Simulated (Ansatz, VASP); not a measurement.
**One calculation of CsRe, two programs**

```
Cs Re
1.0
     0.00000    3.12704    3.12704
     3.12704    0.00000    3.12704
     3.12704    3.12704    0.00000
Cs Re
1 1
Direct
  0.25000 0.25000 0.25000
  0.50000 0.50000 0.50000
```

Change from the starting cell: species swapped into the ZnTe type (F-43m, No. 216).

Alike in both runs: functional PBE; k mesh 14 × 14 × 14; occupations gaussian, width 0.1 eV; no spin polarisation.

Ansatz relaxed the structure, and its values are those at the end. VASP's run is a single point on that final structure, the one shown.

|  | VASP | Ansatz |
| --- | --- | --- |
| version | VASP 6.6.1 | Ansatz 0.2.0 |
| potentials or method | VASP PAW PBE potentials, release 64 (Cs_sv, Re), cutoff 600 eV | scalar-relativistic, plane waves, PAW |
| valence electrons in the cell | 16 | 24 |

|  | VASP | Ansatz | Ansatz less VASP |
| --- | --- | --- | --- |
| gap on the k mesh at the Fermi level (eV) | none | none | - |
| pressure (GPa) | 2.4 | 0.0 | -2.48 |

A gap of «none» marks a metal or a gap that the smearing closes. With one functional, cell and mesh, what is left measures potentials, basis and numerics. VASP's potentials hold 16 valence electrons a cell and Ansatz's 24, so a difference there can come from the potentials and not from the codes.

Neither program's run includes spin-orbit coupling.
